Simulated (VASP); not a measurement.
# Li2Se (Fm-3m) in VASP: notebook

Li2Se is run at these levels: PBE, HSE06; tasks: single point, relaxation of cell and atoms.

Program: VASP 6.6.1. These are calculated values, not measurements. Logs are shortened: lines on timing, memory, paths and dates and some standing lists are left out, and cuts for length are marked.

### 1 The cell of the first run

The structure is cubic, space group Fm-3m (No. 225). Conventional cell: a = 5.987 Å, b = 5.987 Å, c = 5.987 Å, α = 90.00°, β = 90.00°, γ = 90.00°. Within 3.4 Å of Li (site symmetry -43m) lie 4 Se at 2.59 Å and 6 Li at 2.99 Å. Within 3.4 Å of Se (site symmetry m-3m) lie 8 Li at 2.59 Å.

### 2 Single point, PBE, non-collinear spin, zero start, spin-orbit coupling

File INCAR:

```
  ALGO = Normal
  EDIFF = 1E-6
  ENCUT = 750
  GGA = PE
  GGA_COMPAT = F
  ISIF = 2
  ISMEAR = 0
  LASPH = T
  LCHARG = T
  LORBIT = 11
  LORBMOM = T
  LREAL = F
  LSORBIT = T
  LVHAR = T
  LWAVE = F
  MAGMOM = 0 0 0 0 0 0 0 0 0
  NBANDS = 25
  NELM = 200
  PREC = Accurate
  SIGMA = 0.01
```

File KPOINTS:

```
k-points
0
Gamma
  8 8 8
```

File POSCAR:

```
Li2Se
1.0
    0.0000000000      2.9935010607      2.9935010607
    2.9935010607      0.0000000000      2.9935010607
    2.9935010607      2.9935010607      0.0000000000
Li Se
2 1
Direct
    0.7500000000      0.7500000000      0.7500000000
    0.2500000000      0.2500000000      0.2500000000
    0.0000000000      0.0000000000      0.0000000000
```

Potentials or basis: VASP PAW PBE potentials, release 64 (Li_sv, Se).

Command:

```bash
cat potpaw_PBE.64/Li_sv/POTCAR potpaw_PBE.64/Se/POTCAR > POTCAR
mpirun -np 1 vasp_ncl > vasp.out
```

OUTCAR:

```text
EDIFF = 1E-6
   ENCUT = 750
   GGA = PE
   ISIF = 2
   ISMEAR = 0
   LASPH = T
   LORBIT = 11
   LREAL = F
   LSORBIT = T
   NELM = 200
   PREC = Accurate

 ion  position               nearest neighbor table
   1  0.750  0.750  0.750-   3 2.59   3 2.59   3 2.59   3 2.59
   2  0.250  0.250  0.250-   3 2.59   3 2.59   3 2.59   3 2.59
   3  0.000  0.000  0.000-   1 2.59   1 2.59   1 2.59   1 2.59   2 2.59   2 2.59   2 2.59   2 2.59

  LATTYP: Found a face centered cubic cell.
 ALAT       =     5.9870021214

  Lattice vectors:

 A1 = (   0.0000000000,   2.9935010607,   2.9935010607)
 A2 = (   2.9935010607,   0.0000000000,   2.9935010607)
 A3 = (   2.9935010607,   2.9935010607,   0.0000000000)

Analysis of symmetry for initial positions (statically):
=====================================================================
 Subroutine PRICEL returns:
 Original cell was already a primitive cell.

 Routine SETGRP: Setting up the symmetry group for a
 face centered cubic supercell.

 Subroutine GETGRP returns: Found 48 space group operations
 (whereof 48 operations were pure point group operations)
 out of a pool of 48 trial point group operations.

The static configuration has the point symmetry O_h .

Analysis of symmetry for dynamics (positions and initial velocities):
=====================================================================
 Subroutine PRICEL returns:
 Original cell was already a primitive cell.

 Routine SETGRP: Setting up the symmetry group for a
 face centered cubic supercell.

 Subroutine GETGRP returns: Found 48 space group operations
 (whereof 48 operations were pure point group operations)
 out of a pool of 48 trial point group operations.

The dynamic configuration has the point symmetry O_h .

Analysis of structural, dynamic, and magnetic symmetry:
=====================================================================
 Subroutine PRICEL returns:
 Original cell was already a primitive cell.

 Routine SETGRP: Setting up the symmetry group for a
 face centered cubic supercell.

 Subroutine GETGRP returns: Found 48 space group operations
 (whereof 48 operations were pure point group operations)
 out of a pool of 48 trial point group operations.

The overall configuration has the point symmetry O_h .

 Subroutine INISYM returns: Found 48 space group operations
 (whereof 48 operations are pure point group operations),
[... 832 lines left out ...]
      4.49025      4.49025      4.49025        -0.000000     -0.000000     -0.000000
      1.49675      1.49675      1.49675         0.000000      0.000000      0.000000
      0.00000      0.00000      0.00000         0.000000      0.000000      0.000000
 -----------------------------------------------------------------------------------
    total drift:                                0.000000      0.000000      0.000000

  FREE ENERGIE OF THE ION-ELECTRON SYSTEM (eV)
  ---------------------------------------------------
  free  energy   TOTEN  =       -11.1476193613 eV

  energy  without entropy=      -11.1476193613  energy(sigma->0) =      -11.14761936

 orbital moment (x)

 # of ion     p       d       tot
 ----------------------------------------
  1        -0.000   0.000  -0.000
  2        -0.000   0.000  -0.000
  3         0.000  -0.000   0.000
 ----------------------------------------
           -0.000  -0.000  -0.000

 orbital moment (y)

 # of ion     p       d       tot
 ----------------------------------------
  1        -0.000   0.000  -0.000
  2         0.000   0.000   0.000
  3        -0.000  -0.000  -0.000
 ----------------------------------------
           -0.000  -0.000  -0.000

 orbital moment (z)

 # of ion     p       d       tot
 ----------------------------------------
  1        -0.000   0.000  -0.000
  2        -0.000   0.000  -0.000
  3         0.000   0.000   0.000
 ----------------------------------------
           -0.000   0.000  -0.000

 Spin-Orbit-Coupling matrix elements

 Ion:    1  E_soc:     -0.0000009
 l=   1
     0.0000000    -0.0000001    -0.0000001
    -0.0000001     0.0000000    -0.0000001
    -0.0000001    -0.0000001     0.0000000
 l=   2
     0.0000000     0.0000000     0.0000000     0.0000000     0.0000000
     0.0000000     0.0000000     0.0000000     0.0000000     0.0000000
     0.0000000     0.0000000     0.0000000     0.0000000     0.0000000
     0.0000000     0.0000000     0.0000000     0.0000000     0.0000000
     0.0000000     0.0000000     0.0000000     0.0000000     0.0000000
 l=   3
     0.0000000     0.0000000     0.0000000     0.0000000     0.0000000     0.0000000     0.0000000
     0.0000000     0.0000000     0.0000000     0.0000000     0.0000000     0.0000000     0.0000000
     0.0000000     0.0000000     0.0000000     0.0000000     0.0000000     0.0000000     0.0000000
     0.0000000     0.0000000     0.0000000     0.0000000     0.0000000     0.0000000     0.0000000
[... 29 lines left out ...]
 l=   2
     0.0000000     0.0000001     0.0000000     0.0000001    -0.0000008
     0.0000001     0.0000000    -0.0000006     0.0000001    -0.0000002
     0.0000000    -0.0000006     0.0000000    -0.0000006     0.0000000
     0.0000001     0.0000001    -0.0000006     0.0000000    -0.0000002
    -0.0000008    -0.0000002     0.0000000    -0.0000002     0.0000000
 l=   3
     0.0000000     0.0000000     0.0000000     0.0000000     0.0000000     0.0000000     0.0000000
     0.0000000     0.0000000     0.0000000     0.0000000     0.0000000     0.0000000     0.0000000
     0.0000000     0.0000000     0.0000000     0.0000000     0.0000000     0.0000000     0.0000000
     0.0000000     0.0000000     0.0000000     0.0000000     0.0000000     0.0000000     0.0000000
     0.0000000     0.0000000     0.0000000     0.0000000     0.0000000     0.0000000     0.0000000
     0.0000000     0.0000000     0.0000000     0.0000000     0.0000000     0.0000000     0.0000000
     0.0000000     0.0000000     0.0000000     0.0000000     0.0000000     0.0000000     0.0000000

 total charge

# of ion       s       p       d       tot
------------------------------------------
    1        2.020   0.053   0.000   2.073
    2        2.020   0.053   0.000   2.073
    3        1.420   2.504   0.004   3.928
--------------------------------------------------
tot          5.459   2.611   0.004   8.074

 magnetization (x)

# of ion       s       p       d       tot
------------------------------------------
    1        0.000   0.000   0.000   0.000
    2       -0.000   0.000   0.000  -0.000
    3       -0.000  -0.000   0.000  -0.000
--------------------------------------------------
tot         -0.000   0.000   0.000   0.000

 magnetization (y)

# of ion       s       p       d       tot
------------------------------------------
    1       -0.000   0.000   0.000  -0.000
    2        0.000  -0.000   0.000  -0.000
    3        0.000   0.000  -0.000  -0.000
--------------------------------------------------
tot         -0.000  -0.000  -0.000  -0.000

 magnetization (z)

# of ion       s       p       d       tot
------------------------------------------
    1        0.000   0.000   0.000   0.000
    2        0.000   0.000   0.000   0.000
    3       -0.000  -0.000   0.000  -0.000
--------------------------------------------------
tot          0.000   0.000   0.000   0.000
```

It took 2.3 min on 1 thread of Intel Xeon 6975P-C (Granite Rapids), shared host; peak memory 0.51 GiB.

Results:

```yaml
Free_energy: -11.1476 eV
Pressure: 0.3 GPa
Net_moment: 0.00 μB per cell
Valence_electrons_inside_the_program's_atomic_spheres: Li 2.07; Se 3.93
```

Moments on the atoms (μB; x, y, z):
```
Li  0.00 0.00 0.00
Li  0.00 0.00 0.00
Se  0.00 0.00 0.00
```

### 3 Relaxation of cell and atoms, HSE06

POSCAR is that of step 2.

File INCAR.step1:

```
SYSTEM = Li2Se
  PREC = Accurate
  ENCUT = 750
  EDIFF = 1E-5
  ISMEAR = -1
  SIGMA = 0.02
  LREAL = .FALSE.
  LASPH = .TRUE.
  NELM = 120
  ALGO = Normal
  LWAVE = .TRUE.
  LCHARG = .FALSE.
  GGA = PE
  NBANDS = 13
  GGA_COMPAT = .FALSE.
  IBRION = 2
  ISIF = 3
  EDIFFG = -0.005
  NELMIN = 4
  NSW = 100
```

File INCAR.step2:

```
SYSTEM = Li2Se
  PREC = Accurate
  ENCUT = 750
  EDIFF = 1E-7
  ISMEAR = -1
  SIGMA = 0.02
  LREAL = .FALSE.
  LASPH = .TRUE.
  NELM = 120
  ALGO = Normal
  ISIF = 3
  LWAVE = .FALSE.
  LCHARG = .FALSE.
  GGA = PE
  LHFCALC = .TRUE.
  HFSCREEN = 0.2079
  PRECFOCK = Normal
  IBRION = 2
  NSW = 80
  EDIFFG = -0.005
  ISTART = 1
  GGA_COMPAT = .FALSE.
  NELMIN = 4
```

File KPOINTS:

```
regular mesh
0
G
  4 4 4
  0 0 0
```

Potentials or basis: VASP PAW PBE potentials, release 64 (Li_sv, Se).

Command:

```bash
cat potpaw_PBE.64/Li_sv/POTCAR potpaw_PBE.64/Se/POTCAR > POTCAR
cp INCAR.step1 INCAR
mpirun -np 1 vasp_std > vasp.out
cp INCAR.step2 INCAR
mpirun -np 1 vasp_std > vasp.out
```

OUTCAR:

```text
SYSTEM = Li2Se
   PREC = Accurate
   ENCUT = 750
   EDIFF = 1E-7
   ISMEAR = -1
   LREAL = .FALSE.
   LASPH = .TRUE.
   NELM = 120
   ISIF = 3
   GGA = PE
   LHFCALC = .TRUE.
   HFSCREEN = 0.2079
   PRECFOCK = Normal
   IBRION = 2
   NSW = 80
   EDIFFG = -0.005
   ISTART = 1
   NELMIN = 4

 ion  position               nearest neighbor table
   1  0.750  0.750  0.750-   3 2.59   3 2.59   3 2.59   3 2.59
   2  0.250  0.250  0.250-   3 2.59   3 2.59   3 2.59   3 2.59
   3  0.000  0.000  0.000-   1 2.59   1 2.59   1 2.59   1 2.59   2 2.59   2 2.59   2 2.59   2 2.59

  LATTYP: Found a face centered cubic cell.
 ALAT       =     5.9870021214
[... 181 lines left out ...]
  --------------------------------------------------------------------------------------
  -------------------------------------------------------------------------------------
  Total       -0.1436692     -0.1436692     -0.1436692      0.0000000      0.0000000     -0.0000000
  in kB       -4.2904816     -4.2904816     -4.2904816      0.0000000      0.0000000     -0.0000000
  external PRESSURE =      -4.2904816 kB  Pullay stress =       0.0000000 kB
[... 98 lines left out ...]
--------------------------------------- Ionic step        4  -------------------------------------------

 number of electron      12.0000001 magnetization

 Free energy of the ion-electron system (eV)
  ---------------------------------------------------
  ext. energy  EPLUGINS =         0.00000000
  ---------------------------------------------------
  free energy    TOTEN  =       -12.55651333 eV

  energy without entropy =      -12.55651333  energy(sigma->0) =      -12.55651333

 E-fermi :   1.0441     XC(G=0):  -6.9761

 val. band max:        0.4657682355   @ k =   0.0000   0.0000   0.0000
 cond. band min:       4.2845969630   @ k =   0.5000   0.5000   0.0000
 fundamental gap:      3.8188287275
 Fermi energy:         1.0440918089

 k-point     1 :       0.0000    0.0000    0.0000
  band No.  band energies     occupation
      1     -47.2680      2.00000
      2     -47.2408      2.00000
      3     -12.0539      2.00000
      4       0.4658      2.00000
      5       0.4658      2.00000
      6       0.4658      2.00000
      7       4.9100      0.00000
      8       7.1438      0.00000
      9       7.1438      0.00000
     10       7.1438      0.00000
[... 119 lines left out ...]
  FREE ENERGIE OF THE ION-ELECTRON SYSTEM (eV)
  ---------------------------------------------------
  free  energy   TOTEN  =       -12.5565133338 eV

  energy  without entropy=      -12.5565133338  energy(sigma->0) =      -12.55651333

 reached required accuracy - stopping structural energy minimisation
```

OSZICAR.step1:

```text
N       E                     dE             d eps       ncg     rms          rms(c)
DAV:   1     0.490527160217E+02    0.49053E+02   -0.66568E+03   208   0.117E+03
DAV:   2    -0.360349864482E+01   -0.52656E+02   -0.50346E+02   243   0.213E+02
DAV:   3    -0.111494622941E+02   -0.75460E+01   -0.74941E+01   380   0.470E+01
DAV:   4    -0.113002156729E+02   -0.15075E+00   -0.15073E+00   282   0.949E+00
[... 34 lines left out ...]
       N       E                     dE             d eps       ncg     rms          rms(c)
DAV:   1    -0.111192209154E+02   -0.13092E-04   -0.27408E-04   218   0.102E-01    0.215E-02
DAV:   2    -0.111192064936E+02    0.14422E-04   -0.39610E-05   218   0.387E-02    0.115E-02
DAV:   3    -0.111192036795E+02    0.28141E-05   -0.97768E-06   119   0.165E-02    0.529E-03
DAV:   4    -0.111192038141E+02   -0.13459E-06   -0.61348E-07   119   0.626E-03
   6 F= -.11119204E+02 E0= -.11119204E+02  d E =-.519114E-03
```

Wall time 21 min (1 thread of Intel Xeon 6975P-C (Granite Rapids), shared host); peak memory 0.34 GiB.

Results:

- Free energy: -12.5565 eV
- Relaxed volume: 17.67 Å³/atom
- Relaxed cell: a = 4.217 Å, b = 4.217 Å, c = 4.217 Å, α = 60.00°, β = 60.00°, γ = 60.00°
- Space group after relaxing (to 0.1 Å): Fm-3m (No. 225)
- Energy gained by relaxing: 0.3 meV/atom
- Ionic steps: 4
- Pressure after relaxing: 0.0 GPa
- Band gap on the k mesh: 3.82 eV (least direct gap 4.44 eV)

The path:
```csv
step,energy change (eV),largest force (eV/Å),pressure (GPa),volume (Å³)
1,0.0000,0.0000,-0.43,53.65
2,-0.0007,0.0000,-0.19,53.28
3,-0.0008,0.0000,0.13,52.82
4,-0.0008,0.0000,0.01,53.01
```

Final structure:
```cif
data_structure
_symmetry_space_group_name_H-M 'P 1'
_symmetry_Int_Tables_number 1
_cell_length_a 4.2165
_cell_length_b 4.2165
_cell_length_c 4.2165
_cell_angle_alpha 60.000
_cell_angle_beta 60.000
_cell_angle_gamma 60.000
_cell_volume 53.01
loop_
_atom_site_label
_atom_site_type_symbol
_atom_site_fract_x
_atom_site_fract_y
_atom_site_fract_z
_atom_site_occupancy
Li1 Li 0.75000 0.75000 0.75000 1
Li2 Li 0.25000 0.25000 0.25000 1
Se1 Se 0.00000 0.00000 0.00000 1
```

Caveat: the k points lie up to 0.46 Å⁻¹ apart in the final cell; the PAW data sets were made with another functional, which shifts forces and pressure a little.
